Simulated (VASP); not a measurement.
# NaCl3 (Pm-3n) in VASP: notebook

Runs on NaCl3. Level: PBEsol. Tasks: single point.

Everything below comes from runs of VASP 6.6.1. Logs are shortened: lines on timing, memory, paths and dates and some standing lists are left out, and cuts for length are marked.

## (1) The cell of the first run

Symmetry: Pm-3n, No. 223, cubic system. The conventional cell has a = 4.566 Å, b = 4.566 Å, c = 4.566 Å, α = 90.00°, β = 90.00°, γ = 90.00°. Within 3.4 Å of Na (site symmetry m-3) lie 12 Cl at 2.55 Å. Cl (site symmetry -4m2) has 10 Cl at 2.28 to 2.80 Å and 4 Na at 2.55 Å within 3.0 Å.

## (2) Single point, PBEsol

INCAR

```
SYSTEM = NaCl3
  PREC = Accurate
  ENCUT = 520
  EDIFF = 1E-6
  ISMEAR = 0
  SIGMA = 0.1
  LREAL = .False.
  LASPH = .True.
  NELM = 100
  ALGO = Normal
  ISIF = 2
  LWAVE = .False.
  LCHARG = .False.
  GGA = PS
  NBANDS = 38
```

KPOINTS

```
Automatic mesh
0
Gamma
  4 4 4
  0 0 0
```

POSCAR

```
NaCl3
1.0
    4.5661040899      0.0000000000      0.0000000000
    0.0000000000      4.5661040899      0.0000000000
    0.0000000000      0.0000000000      4.5661040899
Na Cl
2 6
Direct
    0.5000000000      0.5000000000      0.5000000000
    0.0000000000      0.0000000000      0.0000000000
    0.5000000000      0.0000000000      0.7500000000
    0.0000000000      0.2500000000      0.5000000000
    0.7500000000      0.5000000000      0.0000000000
    0.5000000000      0.0000000000      0.2500000000
    0.0000000000      0.7500000000      0.5000000000
    0.2500000000      0.5000000000      0.0000000000
```

Potentials or basis: VASP PAW PBE potentials, release 64 (Na_pv, Cl).

Command:

```bash
cat potpaw_PBE.64/Na_pv/POTCAR potpaw_PBE.64/Cl/POTCAR > POTCAR
mpirun -np 1 vasp_std > vasp.out
```

OUTCAR:

```text
SYSTEM = NaCl3
   PREC = Accurate
   ENCUT = 520
   EDIFF = 1E-6
   ISMEAR = 0
   LREAL = .False.
   LASPH = .True.
   NELM = 100
   ISIF = 2
   GGA = PS

 ion  position               nearest neighbor table
   1  0.500  0.500  0.500-   3 2.55   4 2.55   5 2.55   6 2.55   7 2.55   8 2.55   5 2.55   8 2.55
                             3 2.55   6 2.55   4 2.55   7 2.55
   2  0.000  0.000  0.000-   3 2.55   4 2.55   5 2.55   6 2.55   7 2.55   8 2.55   4 2.55   7 2.55
                             5 2.55   8 2.55   3 2.55   6 2.55
   3  0.500  0.000  0.750-   6 2.28   6 2.28   1 2.55   2 2.55   1 2.55   2 2.55
   4  0.000  0.250  0.500-   7 2.28   7 2.28   1 2.55   2 2.55   2 2.55   1 2.55
   5  0.750  0.500  0.000-   8 2.28   8 2.28   1 2.55   1 2.55   2 2.55   2 2.55
   6  0.500  0.000  0.250-   3 2.28   3 2.28   1 2.55   2 2.55   1 2.55   2 2.55
   7  0.000  0.750  0.500-   4 2.28   4 2.28   1 2.55   2 2.55   2 2.55   1 2.55
   8  0.250  0.500  0.000-   5 2.28   5 2.28   1 2.55   1 2.55   2 2.55   2 2.55

  LATTYP: Found a simple cubic cell.
 ALAT       =     4.5661040899

  Lattice vectors:

 A1 = (   4.5661040899,   0.0000000000,   0.0000000000)
 A2 = (   0.0000000000,   4.5661040899,   0.0000000000)
 A3 = (   0.0000000000,   0.0000000000,   4.5661040899)

Analysis of symmetry for initial positions (statically):
=====================================================================
 Subroutine PRICEL returns:
 Original cell was already a primitive cell.

 Routine SETGRP: Setting up the symmetry group for a
 simple cubic supercell.

 Subroutine GETGRP returns: Found 48 space group operations
 (whereof 24 operations were pure point group operations)
 out of a pool of 48 trial point group operations.

The static configuration has the point symmetry T_h .
 The point group associated with its full space group is O_h .

Analysis of symmetry for dynamics (positions and initial velocities):
=====================================================================
 Subroutine PRICEL returns:
 Original cell was already a primitive cell.

 Routine SETGRP: Setting up the symmetry group for a
 simple cubic supercell.

 Subroutine GETGRP returns: Found 48 space group operations
 (whereof 24 operations were pure point group operations)
 out of a pool of 48 trial point group operations.

The dynamic configuration has the point symmetry T_h .
 The point group associated with its full space group is O_h .

 Subroutine INISYM returns: Found 48 space group operations
 (whereof 24 operations are pure point group operations),
 and found     1 'primitive' translations

----------------------------------------------------------------------------------------

                                     Primitive cell

  volume of cell :      95.2001

  direct lattice vectors                    reciprocal lattice vectors
     4.566104090  0.000000000  0.000000000     0.219005082  0.000000000  0.000000000
     0.000000000  4.566104090  0.000000000     0.000000000  0.219005082  0.000000000
     0.000000000  0.000000000  4.566104090     0.000000000  0.000000000  0.219005082

  length of vectors
     4.566104090  4.566104090  4.566104090     0.219005082  0.219005082  0.219005082

  position of ions in fractional coordinates (direct lattice)
     0.500000000  0.500000000  0.500000000
     0.000000000  0.000000000  0.000000000
     0.500000000  0.000000000  0.750000000
     0.000000000  0.250000000  0.500000000
     0.750000000  0.500000000  0.000000000
     0.500000000  0.000000000  0.250000000
     0.000000000  0.750000000  0.500000000
     0.250000000  0.500000000  0.000000000

  ion indices of the primitive-cell ions
   primitive index   ion index
                 1           1
                 2           2
                 3           3
                 4           4
                 5           5
                 6           6
                 7           7
                 8           8

----------------------------------------------------------------------------------------

 KPOINTS: Automatic mesh

Automatic generation of k-mesh.
 Grid dimensions read from file:
 generate k-points for:    4    4    4

 Generating k-lattice:

  Cartesian coordinates                     Fractional coordinates (reciprocal lattice)
     0.054751270  0.000000000  0.000000000     0.250000000  0.000000000  0.000000000
     0.000000000  0.054751270  0.000000000     0.000000000  0.250000000  0.000000000
     0.000000000  0.000000000  0.054751270     0.000000000  0.000000000  0.250000000

  Length of vectors
     0.054751270  0.054751270  0.054751270

  Shift w.r.t. Gamma in fractional coordinates (k-lattice)
     0.000000000  0.000000000  0.000000000

 Subroutine IBZKPT returns following result:
 ===========================================

 Found     10 irreducible k-points:

 Following reciprocal coordinates:
            Coordinates               Weight
  0.000000  0.000000  0.000000      1.000000
  0.250000  0.000000  0.000000      6.000000
  0.500000  0.000000  0.000000      3.000000
  0.250000  0.250000  0.000000     12.000000
  0.500000  0.250000  0.000000     12.000000
  0.500000  0.500000  0.000000      3.000000
  0.250000  0.250000  0.250000      8.000000
  0.500000  0.250000  0.250000     12.000000
  0.500000  0.500000  0.250000      6.000000
  0.500000  0.500000  0.500000      1.000000
   k-points           NKPTS =     10   k-points in BZ     NKDIM =     10   number of bands    NBANDS=     38
   number of dos      NEDOS =    301   number of ions     NIONS =      8
   total plane-waves  NPLWV =  46656
   dimension x,y,z NGX =    36 NGY =   36 NGZ =   36
   dimension x,y,z NGXF=    72 NGYF=   72 NGZF=   72
   ions per type =               2   6
   NGX,Y,Z   is equivalent  to a cutoff of  13.11, 13.11, 13.11 a.u.
   NGXF,Y,Z  is equivalent  to a cutoff of  26.21, 26.21, 26.21 a.u.
 SYSTEM =  NaCl3
   PREC   = accura    normal or accurate (medium, high low for compatibility)
   ISTART =      0    job   : 0-new  1-cont  2-samecut
   ICHARG =      2    charge: 1-file 2-atom 10-const
   ISPIN  =      1    spin polarized calculation?
   LNONCOLLINEAR =      F non collinear calculations
   LSORBIT =      F    spin-orbit coupling
   LASPH  =      T    aspherical Exc in radial PAW
   ENCUT  =  520.0 eV  38.22 Ry    6.18 a.u.   8.49  8.49  8.49*2*pi/ulx,y,z
   NELM   =    100;   NELMIN=  2; NELMDL= -5     # of ELM steps
   EDIFF  = 0.1E-05   stopping-criterion for ELM
   LREAL  =      F    real-space projection
   EDIFFG = 0.1E-04   stopping-criterion for IOM
   NSW    =      0    number of steps for IOM
   IBRION =     -1    ionic relax: 0-MD 1-quasi-New 2-CG
   NFREE  =      0    steps in history (QN), initial steepest desc. (CG)
   ISIF   =      2    stress and relaxation
   ISYM   =      2    0-nonsym 1-usesym 2-fastsym
   POTIM  = 0.5000    time-step for ionic-motion
   TEBEG  =    0.0;   TEEND  =   0.0 temperature during run
   PSTRESS=    0.0 pullay stress
   NELECT =      56.0000    total number of electrons
   NUPDOWN=      -1.0000    fix difference up-down
   EMIN   =  10.00;   EMAX   =-10.00  energy-range for DOS
   EFERMI =   0.00;   METHOD = LEGACY
   ISMEAR =     0;   SIGMA  =   0.10  broadening in eV -4-tet -1-fermi 0-gaus
   EFERMI_NEDOS =   21; number of points for ismear=-14 and -15
   IALGO  =     38    algorithm
   IMIX   =      4    mixing-type and parameters
     AMIX     =   0.40;   BMIX     =  1.00
     AMIX_MAG =   1.60;   BMIX_MAG =  1.00
  volume/ion in A,a.u.               =      11.90        80.31
  Fermi-wavevector in a.u.,A,eV,Ry     =   1.371698  2.592133 25.600099  1.881554
  Thomas-Fermi vector in A             =   2.497371
   LORBIT       =      0    0 simple, 1 ext, 2 COOP (PROOUT), +10 PAW based schemes
   GGA     = PS    functional components
   LHFCALC =     F    Hartree Fock is set to
   AEXX    =    0.0000 exact exchange contribution
   IVDW    =     0    specifies the selected vdW correction
   LEPSILON=     F    determine dielectric tensor
   LRPA    =     F    only Hartree local field effects (RPA)
 non-spin polarized calculation
 Gauss-broadening in eV      SIGMA  =   0.10
  energy-cutoff  :      520.00
  volume of cell :       95.20
 maximum number of plane-waves:      2562
 NGX is ok and might be reduce to    36
   NGX = 17   NGY = 17   NGZ = 17

 number of electron      55.9999993 magnetization

 Free energy of the ion-electron system (eV)
  ---------------------------------------------------
  ext. energy  EPLUGINS =         0.00000000
  ---------------------------------------------------
  free energy    TOTEN  =       -12.46592388 eV

  energy without entropy =      -12.42509143  energy(sigma->0) =      -12.44550765

 E-fermi :   9.3113     XC(G=0): -12.1141

 val. band max:        9.2931053894   @ k =   0.2500   0.2500   0.2500
 cond. band min:       9.3440616755   @ k =   0.5000   0.5000   0.2500
 fundamental gap:      0.0509562861
 Fermi energy:         9.3113151167

 k-point     1 :       0.0000    0.0000    0.0000
  band No.  band energies     occupation
      1     -14.1779      2.00000
      2     -14.1779      2.00000
      3     -14.1779      2.00000
      4     -14.1300      2.00000
      5     -14.1300      2.00000
      6     -14.1300      2.00000
[... 30 lines left out ...]
     37      18.2738      0.00000
     38      18.2738      0.00000

 k-point     2 :       0.2500    0.0000    0.0000
  band No.  band energies     occupation
      1     -14.1994      2.00000
      2     -14.1723      2.00000
      3     -14.1692      2.00000
      4     -14.1692      2.00000
      5     -14.1353      2.00000
      6     -14.1353      2.00000
[... 30 lines left out ...]
     37      18.0711      0.00000
     38      18.1421      0.00000

 k-point     3 :       0.5000    0.0000    0.0000
  band No.  band energies     occupation
      1     -14.2160      2.00000
      2     -14.2160      2.00000
      3     -14.1525      2.00000
      4     -14.1525      2.00000
      5     -14.1488      2.00000
      6     -14.1488      2.00000
[... 30 lines left out ...]
     37      18.4399      0.00000
     38      18.4399      0.00000

 k-point     4 :       0.2500    0.2500    0.0000
  band No.  band energies     occupation
      1     -14.2222      2.00000
      2     -14.2094      2.00000
      3     -14.1626      2.00000
      4     -14.1601      2.00000
      5     -14.1387      2.00000
      6     -14.1333      2.00000
[... 30 lines left out ...]
     37      18.3354      0.00000
     38      18.6933      0.00000

 k-point     5 :       0.5000    0.2500    0.0000
  band No.  band energies     occupation
      1     -14.2435      2.00000
      2     -14.2426      2.00000
      3     -14.1499      2.00000
      4     -14.1481      2.00000
      5     -14.1451      2.00000
      6     -14.1407      2.00000
[... 30 lines left out ...]
     37      18.6807      0.00000
     38      19.0966      0.00000

 k-point     6 :       0.5000    0.5000    0.0000
  band No.  band energies     occupation
      1     -14.2686      2.00000
      2     -14.2669      2.00000
      3     -14.1474      2.00000
      4     -14.1474      2.00000
      5     -14.1394      2.00000
      6     -14.1343      2.00000
[... 30 lines left out ...]
     37      18.3547      0.00000
     38      18.6855      0.00000

 k-point     7 :       0.2500    0.2500    0.2500
  band No.  band energies     occupation
      1     -14.2241      2.00000
      2     -14.2058      2.00000
      3     -14.2058      2.00000
      4     -14.1432      2.00000
      5     -14.1432      2.00000
      6     -14.1416      2.00000
[... 30 lines left out ...]
     37      18.2480      0.00000
     38      18.7736      0.00000

 k-point     8 :       0.5000    0.2500    0.2500
  band No.  band energies     occupation
      1     -14.2385      2.00000
      2     -14.2385      2.00000
      3     -14.1714      2.00000
      4     -14.1714      2.00000
      5     -14.1403      2.00000
      6     -14.1403      2.00000
[... 30 lines left out ...]
     37      18.7985      0.00000
     38      18.7985      0.00000

 k-point     9 :       0.5000    0.5000    0.2500
  band No.  band energies     occupation
      1     -14.2442      2.00000
      2     -14.2428      2.00000
      3     -14.1702      2.00000
      4     -14.1702      2.00000
      5     -14.1529      2.00000
      6     -14.1498      2.00000
[... 30 lines left out ...]
     37      18.6064      0.00000
     38      18.8349      0.00000

 k-point    10 :       0.5000    0.5000    0.5000
  band No.  band energies     occupation
      1     -14.1926      2.00000
      2     -14.1926      2.00000
      3     -14.1926      2.00000
      4     -14.1926      2.00000
      5     -14.1926      2.00000
      6     -14.1926      2.00000
[... 30 lines left out ...]
     37      19.5622      0.00000
     38      19.5622      0.00000

------------------------ aborting loop because EDIFF is reached ----------------------------------------

  FORCE on cell =-STRESS in cart. coord.  units (eV):
  Direction    XX          YY          ZZ          XY          YZ          ZX
  --------------------------------------------------------------------------------------
  -------------------------------------------------------------------------------------
  Total       35.6762631     35.6762631     35.6762631      0.0000000      0.0000000     -0.0000000
  in kB      600.4163608    600.4163608    600.4163608      0.0000000      0.0000000     -0.0000000
  external PRESSURE =     600.4163608 kB  Pullay stress =       0.0000000 kB

 VOLUME and BASIS-vectors are now :
 -----------------------------------------------------------------------------
  energy-cutoff  :      520.00
  volume of cell :       95.20
      direct lattice vectors                 reciprocal lattice vectors
     4.566104090  0.000000000  0.000000000     0.219005082  0.000000000  0.000000000
     0.000000000  4.566104090  0.000000000     0.000000000  0.219005082  0.000000000
     0.000000000  0.000000000  4.566104090     0.000000000  0.000000000  0.219005082

 POSITION                                       TOTAL-FORCE (eV/Angst)
 -----------------------------------------------------------------------------------
      2.28305      2.28305      2.28305        -0.000000      0.000000      0.000000
      0.00000      0.00000      0.00000        -0.000000      0.000000      0.000000
      2.28305      0.00000      3.42458         0.000000     -0.000000      0.000000
      0.00000      1.14153      2.28305        -0.000000      0.000000     -0.000000
      3.42458      2.28305      0.00000        -0.000000      0.000000      0.000000
      2.28305      0.00000      1.14153        -0.000000      0.000000     -0.000000
      0.00000      3.42458      2.28305         0.000000      0.000000      0.000000
      1.14153      2.28305      0.00000         0.000000     -0.000000     -0.000000
 -----------------------------------------------------------------------------------
    total drift:                                0.000000      0.000000      0.000000

  FREE ENERGIE OF THE ION-ELECTRON SYSTEM (eV)
  ---------------------------------------------------
  free  energy   TOTEN  =       -12.4659238756 eV

  energy  without entropy=      -12.4250914313  energy(sigma->0) =      -12.44550765
```

Run time: 25 s. Hardware: 1 thread of Intel Xeon Platinum 8488C (Sapphire Rapids), shared host; peak memory 0.19 GiB.

Results:

```yaml
Free_energy: -12.4659 eV
Pressure: 60.0 GPa
Band_gap_on_the_k_mesh: zero (band 28 reaches 11.91 eV, above the bottom of band 29 at 6.60 eV)
```

Levels at points of the mesh, in eV from the Fermi level:
```tsv
k point	band 24	band 25	band 26	band 27	band 28	band 29	band 30	band 31	band 32	band 33
(0.00, 0.00, 0.00)	-3.16	-1.96	-1.96	-1.96	2.60	2.60	2.60	5.67	5.92	5.92
(0.50, 0.00, 0.00)	-3.51	-2.98	-2.98	-1.36	-1.36	2.53	2.53	4.65	4.65	8.33
(0.50, 0.50, 0.00)	-2.71	-2.39	-2.39	-1.33	-1.33	-0.90	2.52	6.18	6.18	7.59
(0.50, 0.50, 0.50)	-3.31	-3.31	-3.31	-2.71	-2.71	-2.71	-2.71	7.87	7.87	7.87
```

Caveat: the PAW data sets were made with another functional, which shifts forces and pressure a little.

(Part 1 of 2 ends here.)
